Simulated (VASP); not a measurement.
# Sr (Pm-3m) in VASP: further runs

Sr is run at these levels: BLYP; tasks: single point.

All numbers are computed with VASP 6.6.1; they aren't measurements. Logs are shortened: lines on timing, memory, paths and dates and some standing lists are left out, and cuts for length are marked.

## Step 1: The cell of the first run

The structure is cubic, space group Pm-3m (No. 221). Conventional cell: a = 4.069 Å, b = 4.069 Å, c = 4.069 Å, α = 90.00°, β = 90.00°, γ = 90.00°. Sr (site symmetry m-3m) has 6 Sr at 4.07 Å within 5.3 Å.

## Step 2: Single point, BLYP (volume scaled by 1.08)

Contents of INCAR:

```
SYSTEM = Sr
AGGAC = 1.0
AGGAX = 1.0
ALDAC = 0.0
ALDAX = 1.0
ALGO = Normal
EDIFF = 1E-6
ENCUT = 520
GGA = B5
ISIF = 2
ISMEAR = -1
LASPH = .True.
LCHARG = .True.
LELF = .True.
LREAL = .False.
LVHAR = .True.
LWAVE = .False.
NBANDS = 11
NELM = 100
PREC = Accurate
SIGMA = 0.1
```

Contents of KPOINTS:

```
k-points
0
Gamma
  9 9 9
  0 0 0
```

Contents of POSCAR:

```
Sr
1.0
    4.0694245619      0.0000000000      0.0000000000
    0.0000000000      4.0694245619      0.0000000000
    0.0000000000      0.0000000000      4.0694245619
Sr
1
Direct
    0.0000000000      0.0000000000      0.0000000000
```

Potentials or basis: VASP PAW PBE potentials, release 64 (Sr_sv).

Launch:

```sh
cat potpaw_PBE.64/Sr_sv/POTCAR > POTCAR
mpirun -np 1 vasp_std > vasp.out
```

OUTCAR:

```text
SYSTEM = Sr
   EDIFF = 1E-6
   ENCUT = 520
   GGA = B5
   ISIF = 2
   ISMEAR = -1
   LASPH = .True.
   LREAL = .False.
   NELM = 100
   PREC = Accurate

 ion  position               nearest neighbor table
   1  0.000  0.000  0.000-

  LATTYP: Found a simple cubic cell.
 ALAT       =     4.0694245619

  Lattice vectors:

 A1 = (   4.0694245619,   0.0000000000,   0.0000000000)
 A2 = (   0.0000000000,   4.0694245619,   0.0000000000)
 A3 = (   0.0000000000,   0.0000000000,   4.0694245619)

Analysis of symmetry for initial positions (statically):
=====================================================================
 Subroutine PRICEL returns:
 Original cell was already a primitive cell.

 Routine SETGRP: Setting up the symmetry group for a
 simple cubic supercell.

 Subroutine GETGRP returns: Found 48 space group operations
 (whereof 48 operations were pure point group operations)
 out of a pool of 48 trial point group operations.

The static configuration has the point symmetry O_h .

Analysis of symmetry for dynamics (positions and initial velocities):
=====================================================================
 Subroutine PRICEL returns:
 Original cell was already a primitive cell.

 Routine SETGRP: Setting up the symmetry group for a
 simple cubic supercell.

 Subroutine GETGRP returns: Found 48 space group operations
 (whereof 48 operations were pure point group operations)
 out of a pool of 48 trial point group operations.

The dynamic configuration has the point symmetry O_h .

 Subroutine INISYM returns: Found 48 space group operations
 (whereof 48 operations are pure point group operations),
 and found     1 'primitive' translations

----------------------------------------------------------------------------------------

                                     Primitive cell

  volume of cell :      67.3906

  direct lattice vectors                    reciprocal lattice vectors
     4.069424562  0.000000000  0.000000000     0.245734989  0.000000000  0.000000000
     0.000000000  4.069424562  0.000000000     0.000000000  0.245734989  0.000000000
     0.000000000  0.000000000  4.069424562     0.000000000  0.000000000  0.245734989

  length of vectors
     4.069424562  4.069424562  4.069424562     0.245734989  0.245734989  0.245734989

  position of ions in fractional coordinates (direct lattice)
     0.000000000  0.000000000  0.000000000

  ion indices of the primitive-cell ions
   primitive index   ion index
                 1           1

----------------------------------------------------------------------------------------

 KPOINTS: k-points

Automatic generation of k-mesh.
 Grid dimensions read from file:
 generate k-points for:    9    9    9

 Generating k-lattice:

  Cartesian coordinates                     Fractional coordinates (reciprocal lattice)
     0.027303888  0.000000000  0.000000000     0.111111111  0.000000000  0.000000000
     0.000000000  0.027303888  0.000000000     0.000000000  0.111111111  0.000000000
     0.000000000  0.000000000  0.027303888     0.000000000  0.000000000  0.111111111

  Length of vectors
     0.027303888  0.027303888  0.027303888

  Shift w.r.t. Gamma in fractional coordinates (k-lattice)
     0.000000000  0.000000000  0.000000000

 Subroutine IBZKPT returns following result:
 ===========================================

 Found     35 irreducible k-points:

 Following reciprocal coordinates:
            Coordinates               Weight
  0.000000  0.000000  0.000000      1.000000
  0.111111  0.000000  0.000000      6.000000
  0.222222  0.000000  0.000000      6.000000
  0.333333  0.000000  0.000000      6.000000
  0.444444  0.000000  0.000000      6.000000
  0.111111  0.111111  0.000000     12.000000
[... 16 lines left out ...]
  0.333333  0.333333  0.111111     24.000000
  0.444444  0.333333  0.111111     48.000000
 [... further k-points ...]
   k-points           NKPTS =     35   k-points in BZ     NKDIM =     35   number of bands    NBANDS=     11
   number of dos      NEDOS =    301   number of ions     NIONS =      1
   total plane-waves  NPLWV =  27000
   dimension x,y,z NGX =    30 NGY =   30 NGZ =   30
   dimension x,y,z NGXF=    60 NGYF=   60 NGZF=   60
   ions per type =               1
   NGX,Y,Z   is equivalent  to a cutoff of  12.26, 12.26, 12.26 a.u.
   NGXF,Y,Z  is equivalent  to a cutoff of  24.51, 24.51, 24.51 a.u.
 SYSTEM =  Sr
   PREC   = accura    normal or accurate (medium, high low for compatibility)
   ISTART =      0    job   : 0-new  1-cont  2-samecut
   ICHARG =      2    charge: 1-file 2-atom 10-const
   ISPIN  =      1    spin polarized calculation?
   LNONCOLLINEAR =      F non collinear calculations
   LSORBIT =      F    spin-orbit coupling
   LASPH  =      T    aspherical Exc in radial PAW
   ENCUT  =  520.0 eV  38.22 Ry    6.18 a.u.   7.57  7.57  7.57*2*pi/ulx,y,z
   NELM   =    100;   NELMIN=  2; NELMDL= -5     # of ELM steps
   EDIFF  = 0.1E-05   stopping-criterion for ELM
   LREAL  =      F    real-space projection
   EDIFFG = 0.1E-04   stopping-criterion for IOM
   NSW    =      0    number of steps for IOM
   IBRION =     -1    ionic relax: 0-MD 1-quasi-New 2-CG
   NFREE  =      0    steps in history (QN), initial steepest desc. (CG)
   ISIF   =      2    stress and relaxation
   ISYM   =      2    0-nonsym 1-usesym 2-fastsym
   POTIM  = 0.5000    time-step for ionic-motion
   TEBEG  =    0.0;   TEEND  =   0.0 temperature during run
   PSTRESS=    0.0 pullay stress
   NELECT =      10.0000    total number of electrons
   NUPDOWN=      -1.0000    fix difference up-down
   EMIN   =  10.00;   EMAX   =-10.00  energy-range for DOS
   EFERMI =   0.00;   METHOD = LEGACY
   ISMEAR =    -1;   SIGMA  =   0.10  broadening in eV -4-tet -1-fermi 0-gaus
   EFERMI_NEDOS =   21; number of points for ismear=-14 and -15
   IALGO  =     38    algorithm
   IMIX   =      4    mixing-type and parameters
     AMIX     =   0.40;   BMIX     =  1.00
     AMIX_MAG =   1.60;   BMIX_MAG =  1.00
  volume/ion in A,a.u.               =      67.39       454.77
  Fermi-wavevector in a.u.,A,eV,Ry     =   0.866713  1.637850 10.220573  0.751191
  Thomas-Fermi vector in A             =   1.985142
   LORBIT       =      0    0 simple, 1 ext, 2 COOP (PROOUT), +10 PAW based schemes
   GGA     = B5    functional components
   LHFCALC =     F    Hartree Fock is set to
   AEXX    =    0.0000 exact exchange contribution
   IVDW    =     0    specifies the selected vdW correction
   LEPSILON=     F    determine dielectric tensor
   LRPA    =     F    only Hartree local field effects (RPA)
 non-spin polarized calculation
  energy-cutoff  :      520.00
  volume of cell :       67.39
 maximum number of plane-waves:      1839
   NGX = 15   NGY = 15   NGZ = 15

 number of electron      10.0000000 magnetization

 Free energy of the ion-electron system (eV)
  ---------------------------------------------------
  ext. energy  EPLUGINS =         0.00000000
  ---------------------------------------------------
  free energy    TOTEN  =        -0.59106888 eV

  energy without entropy =       -0.53021558  energy(sigma->0) =       -0.56064223

 E-fermi :   1.2966     XC(G=0):  -6.2651

 val. band max:        1.2942151149   @ k =   0.4444   0.2222   0.0000
 cond. band min:       1.3046416084   @ k =   0.4444   0.4444   0.2222
 fundamental gap:      0.0104264936
 Fermi energy:         1.2966058996

 k-point     1 :       0.0000    0.0000    0.0000
  band No.  band energies     occupation
      1     -35.8179      2.00000
      2     -17.7702      2.00000
      3     -17.7702      2.00000
      4     -17.7702      2.00000
      5      -1.9093      2.00000
      6       1.8922      0.00517
      7       1.8922      0.00517
      8       5.3452      0.00000
      9       5.3452      0.00000
     10       5.3452      0.00000
     11       7.7691      0.00000

 k-point     2 :       0.1111    0.0000    0.0000
  band No.  band energies     occupation
      1     -35.8168      2.00000
      2     -17.7897      2.00000
      3     -17.7686      2.00000
      4     -17.7686      2.00000
      5      -1.7707      2.00000
      6       1.9383      0.00326
      7       1.9447      0.00306
      8       5.0747      0.00000
      9       5.0747      0.00000
     10       5.3620      0.00000
     11       7.1109      0.00000

 k-point     3 :       0.2222    0.0000    0.0000
  band No.  band energies     occupation
      1     -35.8142      2.00000
      2     -17.8385      2.00000
      3     -17.7645      2.00000
      4     -17.7645      2.00000
      5      -1.3776      2.00000
      6       1.9906      0.00194
      7       2.0616      0.00095
      8       4.5737      0.00000
      9       4.5737      0.00000
     10       5.4051      0.00000
     11       6.2512      0.00000

 k-point     4 :       0.3333    0.0000    0.0000
  band No.  band energies     occupation
      1     -35.8113      2.00000
      2     -17.8932      2.00000
      3     -17.7599      2.00000
      4     -17.7599      2.00000
      5      -0.7973      2.00000
      6       1.7542      0.02039
      7       2.2149      0.00021
      8       4.1519      0.00000
      9       4.1519      0.00000
     10       5.4553      0.00000
     11       5.9859      0.00000
[... 239 lines left out ...]
 k-point    22 :       0.4444    0.2222    0.1111
  band No.  band energies     occupation
      1     -35.8048      2.00000
      2     -17.9184      2.00000
      3     -17.8211      2.00000
      4     -17.7699      2.00000
      5       0.4955      1.99934
      6       1.3572      0.70590
      7       2.7231      0.00000
      8       3.2647      0.00000
      9       4.1910      0.00000
     10       4.5777      0.00000
     11       6.3990      0.00000

 k-point    23 :       0.3333    0.3333    0.1111
  band No.  band energies     occupation
      1     -35.8038      2.00000
      2     -17.8790      2.00000
      3     -17.8766      2.00000
      4     -17.7684      2.00000
      5       0.3655      1.99982
      6       1.8777      0.00597
      7       2.7150      0.00000
      8       3.2937      0.00000
      9       4.0704      0.00000
     10       4.3001      0.00000
     11       6.8433      0.00000

 k-point    24 :       0.4444    0.3333    0.1111
  band No.  band energies     occupation
      1     -35.8018      2.00000
      2     -17.9121      2.00000
      3     -17.8739      2.00000
      4     -17.7653      2.00000
      5       0.9301      1.95006
      6       1.4875      0.25828
      7       2.8851      0.00000
      8       3.1164      0.00000
      9       4.2413      0.00000
     10       4.3469      0.00000
     11       6.4480      0.00000

 [... further k-points ...]

------------------------ aborting loop because EDIFF is reached ----------------------------------------

  FORCE on cell =-STRESS in cart. coord.  units (eV):
  Direction    XX          YY          ZZ          XY          YZ          ZX
  --------------------------------------------------------------------------------------
  -------------------------------------------------------------------------------------
  Total       -0.1223980     -0.1223980     -0.1223980     -0.0000000     -0.0000000      0.0000000
  in kB       -2.9099526     -2.9099526     -2.9099526     -0.0000000     -0.0000000      0.0000000
  external PRESSURE =      -2.9099526 kB  Pullay stress =       0.0000000 kB

 VOLUME and BASIS-vectors are now :
 -----------------------------------------------------------------------------
  energy-cutoff  :      520.00
  volume of cell :       67.39
      direct lattice vectors                 reciprocal lattice vectors
     4.069424562  0.000000000  0.000000000     0.245734989  0.000000000  0.000000000
     0.000000000  4.069424562  0.000000000     0.000000000  0.245734989  0.000000000
     0.000000000  0.000000000  4.069424562     0.000000000  0.000000000  0.245734989

 POSITION                                       TOTAL-FORCE (eV/Angst)
 -----------------------------------------------------------------------------------
      0.00000      0.00000      0.00000         0.000000      0.000000      0.000000
 -----------------------------------------------------------------------------------
    total drift:                               -0.000000      0.000000     -0.000000

  FREE ENERGIE OF THE ION-ELECTRON SYSTEM (eV)
  ---------------------------------------------------
  free  energy   TOTEN  =        -0.5910688844 eV

  energy  without entropy=       -0.5302155816  energy(sigma->0) =       -0.56064223
```

Wall time 29 s (1 thread of AMD EPYC 7R43 (Zen 3), shared host); peak memory 0.13 GiB.

Results:

```yaml
Free_energy: -0.5911 eV
Pressure: -0.3 GPa
Band_gap_on_the_k_mesh: zero (band 5 reaches 1.76 eV, above the bottom of band 6 at 1.26 eV)
```

Levels at points of the mesh, in eV from the Fermi level:
```tsv
k point	band 2	band 3	band 4	band 5	band 6	band 7	band 8	band 9
(0.00, 0.00, 0.00)	-19.07	-19.07	-19.07	-3.21	0.60	0.60	4.05	4.05
```

Caveat: the cell differs from its parent crystal (volume scaled by 1.08); the PAW data sets were made with another functional, which shifts forces and pressure a little.

## Step 3: Single point, BLYP

This run uses another cell than the first one, of 62.40 Å³/atom, 0.926 times its volume.

Contents of INCAR:

```
SYSTEM = Sr
AGGAC    = 1.0          
AGGAX    = 1.0          
ALDAC    = 0.0          
ALDAX    = 1.0          
ALGO     = Normal         ! electronic algorithm
EDIFF    = 1E-6           ! SCF threshold, eV
ENCUT    = 520            ! plane-wave cutoff, eV
GGA      = B5             ! functional
ISIF     = 2              ! what is computed and relaxed
ISMEAR   = -1             ! smearing method
LASPH    = .True.         ! aspherical terms in the spheres
LCHARG   = .True.         ! write CHGCAR
LELF     = .True.         ! ELF
LREAL    = .False.        ! projectors in reciprocal space
LVHAR    = .True.       
LWAVE    = .False.        ! write WAVECAR
NBANDS   = 11             ! bands
NELM     = 80             ! most SCF steps
PREC     = Accurate       ! precision mode
SIGMA    = 0.1            ! smearing width, eV
```

Contents of KPOINTS:

```
k-points
0
Gamma
  13 13 13
  0 0 0
```

Contents of POSCAR:

```
Sr
1.0
    3.9663565345      0.0000000000      0.0000000000
    0.0000000000      3.9663565345      0.0000000000
    0.0000000000      0.0000000000      3.9663565345
Sr
1
Direct
    0.0000000000      0.0000000000      0.0000000000
```

Potentials or basis: VASP PAW PBE potentials, release 64 (Sr_sv).

Launch:

```sh
cat potpaw_PBE.64/Sr_sv/POTCAR > POTCAR
mpirun -np 1 vasp_std > vasp.out
```

Wall time 45 s (1 thread of AMD EPYC 7R43 (Zen 3), shared host); peak memory 0.16 GiB.

Results (log left out):

* Free energy: -0.5980 eV
* Pressure: 0.0 GPa
* Band gap on the k mesh: zero (band 5 reaches 1.98 eV, above the bottom of band 6 at 1.43 eV)

Levels at points of the mesh, in eV from the Fermi level:
| k point | band 1 | band 2 | band 3 | band 4 | band 5 | band 6 | band 7 | band 8 | band 9 | band 10 |
| --- | --- | --- | --- | --- | --- | --- | --- | --- | --- | --- |
| (0.00, 0.00, 0.00) | -37.00 | -18.94 | -18.94 | -18.94 | -3.29 | 0.61 | 0.61 | 4.33 | 4.33 | 4.33 |

Caveat: the PAW data sets were made with another functional, which shifts forces and pressure a little.

## Step 4: Single point, BLYP (volume scaled by 0.88)

Contents of INCAR:

```
SYSTEM = Sr
  PREC = Accurate
  ENCUT = 500
  EDIFF = 1E-6
  ISMEAR = -1
  SIGMA = 0.1
  LREAL = .FALSE.
  LASPH = .TRUE.
  NELM = 120
  ALGO = Normal
  ISIF = 2
  LWAVE = .FALSE.
  LCHARG = .FALSE.
  GGA = B5
  ALDAX = 1.0
  AGGAX = 1.0
  AGGAC = 1.0
  ALDAC = 0.0
  NBANDS = 11
  GGA_COMPAT = .FALSE.
```

Contents of KPOINTS:

```
regular mesh
0
G
  9 9 9
  0 0 0
```

Contents of POSCAR:

```
Sr
1.0
    3.8008958919      0.0000000000      0.0000000000
    0.0000000000      3.8008958919      0.0000000000
    0.0000000000      0.0000000000      3.8008958919
Sr
1
Direct
    0.0000000000      0.0000000000      0.0000000000
```

Launch:

```sh
cat potpaw_PBE.64/Sr_sv/POTCAR > POTCAR
mpirun -np 1 vasp_std > vasp.out
```

It took 18 s on 1 thread of Intel Xeon 6975P-C (Granite Rapids), shared host; peak memory 0.16 GiB.

Results (log left out):

```yaml
Free_energy: -0.5795 eV
Pressure: 0.7 GPa
Band_gap_on_the_k_mesh: zero (band 5 reaches 2.26 eV, above the bottom of band 6 at 1.95 eV)
```

Levels at points of the mesh, in eV from the Fermi level:
```
           k point  band 3  band 4  band 5  band 6  band 7  band 8
(0.00, 0.00, 0.00)  -18.75  -18.75   -3.44    0.58    0.58    4.80
```

Caveat: the cell differs from its parent crystal (volume scaled by 0.88); the PAW data sets were made with another functional, which shifts forces and pressure a little.

[end of part 1 of 2]
